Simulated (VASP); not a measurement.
# Si (Fd-3m) in VASP: single point with r2SCAN+rVV10

Aim: the single point of Si with r2SCAN+rVV10.

Program: VASP 6.6.1. These are calculated values, not measurements. Logs are shortened: lines on timing, memory, paths and dates and some standing lists are left out, and cuts for length are marked.

### Step 1. The cell of the first run

Symmetry: Fd-3m, No. 227, cubic system. Conventional cell: a = 5.436 Å, b = 5.436 Å, c = 5.436 Å, α = 90.00°, β = 90.00°, γ = 90.00°. Within 3.1 Å of Si (site symmetry -43m) lie 4 Si at 2.35 Å.

### Step 2. Single point, r2SCAN+rVV10

Contents of POSCAR:

```
Si
1.0
    0.0000000000      2.7177770325      2.7177770325
    2.7177770325      0.0000000000      2.7177770325
    2.7177770325      2.7177770325      0.0000000000
Si
2
Direct
    0.0000000000      0.0000000000      0.0000000000
    0.2500000000      0.2500000000      0.2500000000
```

Contents of INCAR.step1:

```
SYSTEM = Si
ALGO = Normal ; EDIFF = 1E-5
ENCUT = 550 ; GGA = PE
GGA_COMPAT = .False. ; ISMEAR = 0
LASPH = .True. ; LCHARG = .False.
LREAL = .False. ; LWAVE = .True.
NBANDS = 11 ; NELM = 120
PREC = Accurate ; SIGMA = 0.02
```

Contents of INCAR.step2:

```
SYSTEM = Si
ALGO = Normal ; BPARAM = 11.95
CPARAM = 0.0093 ; EDIFF = 1E-6
ENCUT = 550 ; GGA_COMPAT = .False.
ISIF = 2 ; ISMEAR = 0
ISTART = 1 ; IVDW_NL = 2
LASPH = .True. ; LCHARG = .False.
LMIXTAU = .True. ; LREAL = .False.
LUSE_VDW = .True. ; LWAVE = .False.
METAGGA = R2SCAN ; NBANDS = 11
NELM = 120 ; PREC = Accurate
SIGMA = 0.02
```

Contents of KPOINTS:

```
k-points
0
Gamma
  10 10 10
  0 0 0
```

Potentials or basis: VASP PAW PBE potentials, release 64 (Si).

Run with:

```
$ cat potpaw_PBE.64/Si/POTCAR > POTCAR
$ cp INCAR.step1 INCAR
$ mpirun -np 1 vasp_std > vasp.out
$ cp INCAR.step2 INCAR
$ mpirun -np 1 vasp_std > vasp.out
```

OUTCAR:

```text
SYSTEM = Si
   BPARAM = 11.95
   EDIFF = 1E-6
   ENCUT = 550
   ISIF = 2
   ISMEAR = 0
   ISTART = 1
   IVDW_NL = 2
   LASPH = .True.
   LREAL = .False.
   METAGGA = R2SCAN
   NELM = 120
   PREC = Accurate

 ion  position               nearest neighbor table
   1  0.000  0.000  0.000-   2 2.35   2 2.35   2 2.35   2 2.35
   2  0.250  0.250  0.250-   1 2.35   1 2.35   1 2.35   1 2.35

  LATTYP: Found a face centered cubic cell.
 ALAT       =     5.4355540650

  Lattice vectors:

 A1 = (   0.0000000000,   2.7177770325,   2.7177770325)
 A2 = (   2.7177770325,   0.0000000000,   2.7177770325)
 A3 = (   2.7177770325,   2.7177770325,   0.0000000000)

Analysis of symmetry for initial positions (statically):
=====================================================================
 Subroutine PRICEL returns:
 Original cell was already a primitive cell.

 Routine SETGRP: Setting up the symmetry group for a
 face centered cubic supercell.

 Subroutine GETGRP returns: Found 48 space group operations
 (whereof 24 operations were pure point group operations)
 out of a pool of 48 trial point group operations.

The static configuration has the point symmetry T_d .
 The point group associated with its full space group is O_h .

Analysis of symmetry for dynamics (positions and initial velocities):
=====================================================================
 Subroutine PRICEL returns:
 Original cell was already a primitive cell.

 Routine SETGRP: Setting up the symmetry group for a
 face centered cubic supercell.

 Subroutine GETGRP returns: Found 48 space group operations
 (whereof 24 operations were pure point group operations)
 out of a pool of 48 trial point group operations.

The dynamic configuration has the point symmetry T_d .
 The point group associated with its full space group is O_h .

 Subroutine INISYM returns: Found 48 space group operations
 (whereof 24 operations are pure point group operations),
 and found     1 'primitive' translations

----------------------------------------------------------------------------------------

                                     Primitive cell

  volume of cell :      40.1487

  direct lattice vectors                    reciprocal lattice vectors
     0.000000000  2.717777032  2.717777032    -0.183973885  0.183973885  0.183973885
     2.717777032  0.000000000  2.717777032     0.183973885 -0.183973885  0.183973885
     2.717777032  2.717777032  0.000000000     0.183973885  0.183973885 -0.183973885

  length of vectors
[... 93 lines left out ...]
   NELECT =       8.0000    total number of electrons
   NUPDOWN=      -1.0000    fix difference up-down
   EMIN   =  10.00;   EMAX   =-10.00  energy-range for DOS
   EFERMI =   0.00;   METHOD = LEGACY
   ISMEAR =     0;   SIGMA  =   0.02  broadening in eV -4-tet -1-fermi 0-gaus
   EFERMI_NEDOS =   21; number of points for ismear=-14 and -15
   IALGO  =     38    algorithm
   IMIX   =      4    mixing-type and parameters
     AMIX     =   0.40;   BMIX     =  1.00
     AMIX_MAG =   1.60;   BMIX_MAG =  1.00
  volume/ion in A,a.u.               =      20.07       135.47
  Fermi-wavevector in a.u.,A,eV,Ry     =   0.956198  1.806952 12.439996  0.914314
  Thomas-Fermi vector in A             =   2.085104
   LORBIT       =      0    0 simple, 1 ext, 2 COOP (PROOUT), +10 PAW based schemes
   METAGGA = R2SCAN    functional components
   LHFCALC =     F    Hartree Fock is set to
   AEXX    =    0.0000 exact exchange contribution
   IVDW_NL    =     2    kernel type
   BPARAM     =11.9500
   IVDW    =     0    specifies the selected vdW correction
   LEPSILON=     F    determine dielectric tensor
   LRPA    =     F    only Hartree local field effects (RPA)
 non-spin polarized calculation
 Gauss-broadening in eV      SIGMA  =   0.02
  energy-cutoff  :      550.00
  volume of cell :       40.15
 maximum number of plane-waves:      1243
 NGX is ok and might be reduce to    30
   NGX = 15   NGY = 15   NGZ = 15

 number of electron       8.0000001 magnetization

 Free energy of the ion-electron system (eV)
  ---------------------------------------------------
  ext. energy  EPLUGINS =         0.00000000
  ---------------------------------------------------
  free energy    TOTEN  =       -17.40379753 eV

  energy without entropy =      -17.40379753  energy(sigma->0) =      -17.40379753

 E-fermi :   5.8406     XC(G=0):  -9.8829

 val. band max:        5.7097337448   @ k =   0.0000   0.0000   0.0000
 cond. band min:       6.4596217864   @ k =   0.4000   0.4000   0.0000
 fundamental gap:      0.7498880415
 Fermi energy:         5.8405831835

 k-point     1 :       0.0000    0.0000    0.0000
  band No.  band energies     occupation
      1      -6.8082      2.00000
      2       5.7097      2.00000
      3       5.7097      2.00000
      4       5.7097      2.00000
      5       8.4582      0.00000
      6       8.4582      0.00000
      7       8.4582      0.00000
      8       9.6589      0.00000
      9      13.8287      0.00000
     10      13.8287      0.00000
     11      14.3122      0.00000
[... 309 lines left out ...]
 k-point    24 :       0.4000    0.3000    0.0000
  band No.  band energies     occupation
      1      -4.5329      2.00000
      2       0.0836      2.00000
      3       2.7132      2.00000
      4       3.1399      2.00000
      5       6.9409      0.00000
      6       8.1943      0.00000
      7      13.1609      0.00000
      8      13.2458      0.00000
      9      16.7634      0.00000
     10      17.2946      0.00000
     11      18.6369      0.00000

 [... further k-points ...]

------------------------ aborting loop because EDIFF is reached ----------------------------------------

  FORCE on cell =-STRESS in cart. coord.  units (eV):
  Direction    XX          YY          ZZ          XY          YZ          ZX
  --------------------------------------------------------------------------------------
  -------------------------------------------------------------------------------------
  Total       -0.0556948     -0.0556948     -0.0556948      0.0000000      0.0000000      0.0000000
  in kB       -2.2225632     -2.2225632     -2.2225632      0.0000000      0.0000000      0.0000000
  external PRESSURE =      -2.2225632 kB  Pullay stress =       0.0000000 kB

 VOLUME and BASIS-vectors are now :
 -----------------------------------------------------------------------------
  energy-cutoff  :      550.00
  volume of cell :       40.15
      direct lattice vectors                 reciprocal lattice vectors
     0.000000000  2.717777032  2.717777032    -0.183973885  0.183973885  0.183973885
     2.717777032  0.000000000  2.717777032     0.183973885 -0.183973885  0.183973885
     2.717777032  2.717777032  0.000000000     0.183973885  0.183973885 -0.183973885

 POSITION                                       TOTAL-FORCE (eV/Angst)
 -----------------------------------------------------------------------------------
      0.00000      0.00000      0.00000        -0.000000     -0.000000     -0.000000
      1.35889      1.35889      1.35889         0.000000      0.000000      0.000000
 -----------------------------------------------------------------------------------
    total drift:                                0.000000     -0.000000     -0.000000

  FREE ENERGIE OF THE ION-ELECTRON SYSTEM (eV)
  ---------------------------------------------------
  free  energy   TOTEN  =       -17.4037975321 eV

  energy  without entropy=      -17.4037975321  energy(sigma->0) =      -17.40379753
```

OSZICAR.step1:

```text
N       E                     dE             d eps       ncg     rms          rms(c)
DAV:   1     0.731301523558E+01    0.73130E+01   -0.32836E+03  1034   0.587E+02
DAV:   2    -0.104356915587E+02   -0.17749E+02   -0.16833E+02  1364   0.862E+01
DAV:   3    -0.110195282215E+02   -0.58384E+00   -0.58195E+00  1344   0.130E+01
DAV:   4    -0.110239911681E+02   -0.44629E-02   -0.44622E-02  1259   0.141E+00
DAV:   5    -0.110240307078E+02   -0.39540E-04   -0.39539E-04  1309   0.124E-01    0.486E+00
DAV:   6    -0.109004013274E+02    0.12363E+00   -0.70590E-02  1169   0.109E+00    0.296E+00
DAV:   7    -0.108439005544E+02    0.56501E-01   -0.13603E-01  1168   0.163E+00    0.181E-01
DAV:   8    -0.108451567353E+02   -0.12562E-02   -0.59601E-03  1178   0.417E-01    0.808E-02
DAV:   9    -0.108453618148E+02   -0.20508E-03   -0.19634E-04  1234   0.861E-02    0.594E-02
DAV:  10    -0.108453869140E+02   -0.25099E-04   -0.21707E-05  1225   0.269E-02    0.557E-03
DAV:  11    -0.108453874812E+02   -0.56716E-06   -0.19634E-06   727   0.743E-03
   1 F= -.10845387E+02 E0= -.10845387E+02  d E =-.388084E-24
```

Run time: 54 s. Hardware: 1 thread of Intel Xeon 6975P-C (Granite Rapids), shared host; peak memory 0.28 GiB.

Results:

```
Free energy            : -17.4038 eV
Pressure               : -0.2 GPa
Band gap on the k mesh : 0.75 eV, indirect (least direct gap 2.75 eV)
```

Levels at points of the mesh, in eV from the valence-band top:
```csv
k point,band 2,band 3,band 4,band 5,band 6,band 7
"(0.00, 0.00, 0.00)",0.00,0.00,0.00,2.75,2.75,2.75
"(0.50, 0.00, 0.00)",-7.27,-1.27,-1.27,1.86,3.57,3.57
"(0.50, 0.50, 0.00)",-8.15,-3.01,-3.01,0.89,0.89,10.85
```

Caveat: the PAW data sets were made with another functional, which shifts forces and pressure a little. r2SCAN opens gaps a little over a GGA but as a rule still falls short of measured ones.
